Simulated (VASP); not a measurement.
**Zn6S7 (a cell with a defect): single point with PBE**

Zn6S7 (a cell with a defect):

```
Zn S
1.0
     0.00000    0.00000    6.30464
     0.00000   -6.65812    0.00000
     5.76610    3.32906    0.00000
Zn S
6 7
Direct
  0.03517 0.27388 0.35162
  0.99750 0.68566 0.99597
  0.03316 0.91683 0.63106
  0.51713 0.65327 0.65869
  0.51037 0.98900 0.32545
  0.44240 0.33676 0.98872
  0.38735 0.32153 0.33123
  0.35836 0.67820 0.99160
  0.39122 0.98232 0.65453
  0.88216 0.60421 0.63772
  0.87486 0.97419 0.36245
  0.78932 0.45864 0.08360
  0.88019 0.12671 0.98710
```

```yaml
Program: VASP 6.6.1
Task: single point
Functional: PBE
Potentials_or_basis: VASP PAW PBE potentials, release 64 (Zn, S)
Cutoff: 400 eV
k_mesh: 2 × 2 × 2
Occupations: gaussian, width 0.02 eV
Spin: no spin polarisation
Dipole_correction: no
Further_INCAR_settings: ALGO = Normal; EDIFF = 1e-06; NBANDS = 69
```

* Pressure: 7.2 GPa
* Largest force: 0.145 eV/Å
* Band gap on the k mesh: 1.50 eV

Forces in eV/Å, atoms in the order of the input:
```
Zn   0.010  0.011  0.006
Zn  -0.009  0.000  0.002
Zn  -0.017  0.001  0.007
Zn   0.000  0.003  0.003
Zn  -0.004  0.003 -0.005
Zn  -0.005  0.008 -0.018
S   -0.002 -0.006  0.008
S    0.003 -0.010 -0.009
S   -0.002  0.001  0.009
S   -0.003  0.002 -0.013
S    0.009  0.004 -0.010
S   -0.025  0.123  0.027
S    0.045 -0.138 -0.006
```

Stress tensor (GPa, compression positive):
```
 5.83  0.64 -0.07
 0.64  9.36  1.33
-0.07  1.33  6.28
```

Levels at points of the mesh, in eV from the valence-band top:
```csv
k point,band 54,band 55,band 56,band 57,band 58,band 59,band 60,band 61
"(0.00, 0.00, 0.00)",-1.02,-0.83,-0.62,0.00,1.50,2.94,3.26,3.81
"(0.50, 0.00, 0.00)",-1.34,-1.28,-0.60,-0.05,2.41,2.73,3.34,3.42
"(0.00, 0.50, 0.00)",-1.52,-1.42,-0.68,-0.22,2.59,3.03,3.44,3.49
"(0.00, 0.00, 0.50)",-1.54,-1.29,-0.75,-0.15,2.49,3.00,3.31,3.39
"(0.00, 0.50, 0.50)",-1.60,-1.25,-1.01,-0.39,2.57,3.01,3.55,3.61
"(0.50, 0.50, 0.00)",-2.06,-1.88,-0.57,-0.34,2.56,2.71,3.11,3.69
"(0.50, 0.00, 0.50)",-2.18,-1.94,-0.68,-0.09,2.28,2.59,3.52,3.58
"(0.50, 0.50, 0.50)",-1.97,-1.65,-1.07,-0.46,2.61,3.01,3.17,3.68
```

Run time: 67 s on 1 thread of Intel(R) Xeon(R) 6975P-C (Granite Rapids) (shared host), peak memory 0.31 GiB.

Caveat: the k points lie up to 0.54 Å⁻¹ apart.
